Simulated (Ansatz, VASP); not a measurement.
SrBrCl: VASP beside Ansatz

```
CELL_PARAMETERS angstrom
4.29485 0.00000 0.00000
-2.14742 3.71945 0.00000
0.00000 0.00000 30.90384
ATOMIC_POSITIONS crystal
Sr 0.00000 0.00000 0.29495
Br 0.33333 0.66667 0.23524
Cl 0.33333 0.66667 0.34698
```

Alike in both runs: functional PBE; k mesh 6 × 6 × 1; occupations gaussian, width 0.02 eV; no spin polarisation.

Ansatz relaxed the structure, and its values are those at the end. VASP's run is a single point on that final structure, the one shown.

```csv
,VASP,Ansatz
version,VASP 6.6.1,Ansatz 0.2.0
potentials or method,"VASP PAW PBE potentials, release 64 (Sr_sv, Br, Cl), cutoff 520 eV","scalar-relativistic, plane waves, PAW"
valence electrons in the cell,24,24
```

```tsv
	VASP	Ansatz	Ansatz less VASP
gap on the k mesh at the Fermi level (eV)	4.63	4.63	-0.008
least direct gap on the mesh (eV)	4.67	4.67	+0.005
rms of the force components (eV/Å)	0.008	0.002	-0.0067
```

Ansatz's warnings: xc potential rough in thin density.
